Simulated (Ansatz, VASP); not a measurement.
# One calculation of Sc3Te2, two programs

```
CELL_PARAMETERS angstrom
4.99927 0.00000 0.00000
0.00000 4.99927 0.00000
0.00000 0.00000 4.99927
ATOMIC_POSITIONS crystal
Sc 0.50000 0.00000 0.00000
Sc 0.00000 0.50000 0.00000
Sc 0.00000 0.00000 0.50000
Te 0.50000 0.50000 0.50000
Te 0.00000 0.00000 0.00000
```

Change from the starting cell: species swapped into the Tl2F3 type (Pm-3m, No. 221).

Alike in both runs: task single point; functional PBE; k mesh 4 × 4 × 4; occupations gaussian, width 0.1 eV; no spin polarisation.

|  | VASP | Ansatz |
| --- | --- | --- |
| version | VASP 6.6.1 | Ansatz 0.2.0 |
| potentials or method | VASP PAW PBE potentials, release 64 (Sc_sv, Te), cutoff 520 eV | scalar-relativistic, plane waves, PAW |
| valence electrons in the cell | 45 | 65 |

```csv
,VASP,Ansatz,Ansatz less VASP
gap on the k mesh at the Fermi level (eV),none,none,-
pressure (GPa),13.6,13.4,-0.15
```

A gap of «none» marks a metal or a gap that the smearing closes. VASP's potentials hold 45 valence electrons a cell and Ansatz's 65, so a difference there can come from the potentials and not from the codes.

Spin-orbit coupling is off throughout.
